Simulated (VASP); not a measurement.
The system is AlH2.

```
Al H
1.0
     2.84015    0.00000    0.00000
    -1.42008    2.45965    0.00000
     0.00000    0.00000    4.75436
Al H
2 4
Direct
  0.66667 0.33333 0.75000
  0.33333 0.66667 0.25000
  0.33333 0.66667 0.61111
  0.66667 0.33333 0.38889
  0.66667 0.33333 0.11111
  0.33333 0.66667 0.88889
```

```yaml
Program: VASP 6.6.1
Task: relaxation of cell and atoms
Functional: PBE
Potentials_or_basis: VASP PAW PBE potentials, release 64 (Al, H_h)
Cutoff: 1230 eV
k_mesh: 6 × 6 × 4
Occupations: gaussian, width 0.1 eV
Spin: no spin polarisation
```

At the start: pressure 51.1 GPa; volume 5.54 Å³/atom.

**Question.** Where does the relaxation end?

**Answer.** Over 28 steps the energy falls by 567.4 meV/atom and the volume is 8.72 Å³/atom (+57.5 %); space group P6_3/mmc (No. 194, to 0.1 Å) before and after.

Step by step:
```
step  energy change (eV)  largest force (eV/Å)  pressure (GPa)  volume (Å³)
   1              0.0000                1.3906           51.05        33.21
   2             -1.8712                0.6268           10.14        42.43
   3             -2.0743                0.4336            1.15        46.50
   4             -2.0902                0.3760           -1.29        47.94
   5             -2.0905                0.3639           -1.81        48.27
   6             -2.1267                0.2237           -1.29        47.85
   7             -2.1606                0.0657           -0.02        46.98
   8             -2.1610                0.1009            0.16        46.88
   9             -2.1747                0.0693           -0.32        46.77
  10             -2.1854                0.0859           -0.73        46.64
  11             -2.2408                0.1664           -0.95        46.33
  12             -2.4370                0.4269           -1.17        45.51
  13             -2.6756                0.9951            4.91        43.19
  14             -2.6836                0.8758            1.93        44.09
  15             -2.7020                0.9457            3.24        43.65
  16             -2.7075                0.9504            3.33        43.65
  17             -2.7164                0.9651            3.66        43.65
  18             -2.7256                0.9573            3.59        43.70
  19             -2.7526                0.9335            3.37        43.84
  20             -2.8043                0.8846            2.95        44.12
  21             -2.8987                0.7859            2.20        44.69
  22             -3.0565                0.6063            0.98        45.83
  23             -3.2323                0.0647           -0.33        48.18
  24             -3.2378                0.1059           -0.48        48.80
  25             -3.3206                0.1551            0.36        49.43
  26             -3.3805                0.2292            2.52        50.47
  27             -3.3807                0.2366            2.89        50.61
  28             -3.4042                0.0104            0.22        52.32
```

Final structure:
```
CELL_PARAMETERS angstrom
2.72435 0.00000 0.00000
-1.36218 2.35936 0.00000
0.00000 0.00000 8.14024
ATOMIC_POSITIONS crystal
Al 0.66667 0.33333 0.75000
Al 0.33333 0.66667 0.25000
H 0.33333 0.66667 0.61728
H 0.66667 0.33333 0.38272
H 0.66667 0.33333 0.11728
H 0.33333 0.66667 0.88272
```

Caveat: the k points lie up to 0.44 Å⁻¹ apart in the final cell, too coarse for converged energies and pressures of a metal; the volume moved by over 15 % at a fixed basis, so the end points are rough.
